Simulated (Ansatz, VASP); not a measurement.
# Two plane-wave programs on MgO

Contents of INCAR:

```
ALGO     = Normal         # electronic algorithm
EDIFF    = 1E-6           # SCF threshold, eV
EDIFFG   = -0.01          # ionic threshold
ENCUT    = 600            # plane-wave cutoff, eV
GGA      = PE             # functional
IBRION   = 2              # ionic algorithm
ISIF     = 3              # what is computed and relaxed
ISMEAR   = 0              # smearing method
LASPH    = True           # aspherical terms in the spheres
LCHARG   = False          # write CHGCAR
LREAL    = False          # projectors in reciprocal space
LWAVE    = False          # write WAVECAR
NELM     = 60             # most SCF steps
NSW      = 80             # ionic steps
PREC     = Accurate       # precision mode
SIGMA    = 0.02           # smearing width, eV
```

The input KPOINTS:

```
k-points
0
Gamma
  12 12 4
```

The input POSCAR:

```
MgO
1.0
    3.3234966895      0.0000000000      0.0000000000
   -1.6617483448      2.8782325625      0.0000000000
    0.0000000000      0.0000000000      5.5491553398
Mg O
2 2
Direct
    0.0000000000      0.0000000000      0.0071360785
    0.3333333333      0.6666666667      0.5071361004
    0.0000000000      0.0000000000      0.3678643005
    0.3333333333      0.6666666667      0.8678645207
```

Input for Ansatz:

```yaml
crystal:
  lattice:
    - [3.3234966895, 0.0, 0.0]
    - [-1.6617483448, 2.8782325625, 0.0]
    - [0.0, 0.0, 5.5491553398]
  atoms:
    - { symbol: Mg, position: [0.0, 0.0, 0.0071360785] }
    - { symbol: Mg, position: [0.3333333333, 0.6666666667, 0.5071361004] }
    - { symbol: O, position: [0.0, 0.0, 0.3678643005] }
    - { symbol: O, position: [0.3333333333, 0.6666666667, 0.8678645207] }
basis:
  ecutwfc: 420
kpoints:
  mp_grid: { grid: [12, 12, 4] }
hamiltonian:
  xc: pbe
scf:
  occupations: { method: gaussian, width: 0.02 }
output:
  forces: true
  stress: true
  eigenvalues: true
relax:
  adjacent_minimum: "off"
  f_tol: 0.01
  max_steps: 60
  cell: { stress_tol: 0.1 }
```

Alike in both runs: task relaxation of cell and atoms; functional PBE; k mesh 12 × 12 × 4; occupations gaussian, width 0.02 eV; no spin polarisation.

```csv
,VASP,Ansatz
version,VASP 6.6.1,Ansatz 0.2.0
potentials or method,"VASP PAW PBE potentials, release 64 (Mg, O), cutoff 600 eV","scalar-relativistic, plane waves, PAW"
valence electrons in the cell,16,32
```

Ansatz gave:

* gap on the k mesh at the Fermi level, each at its own relaxed structure (eV): 3.41
* relaxed volume (Å³/atom): 12.18
* relaxed cell length with the largest relative difference (Å): 3.314

Estimate VASP's values.

gap on the k mesh at the Fermi level, each at its own relaxed structure (eV): 3.43; relaxed volume (Å³/atom): 12.12; relaxed cell length with the largest relative difference (Å): 3.307.

VASP's potentials hold 16 valence electrons a cell and Ansatz's 32, so a difference there can come from the potentials and not from the codes. Ansatz's warnings: structure snapped to symmetry.
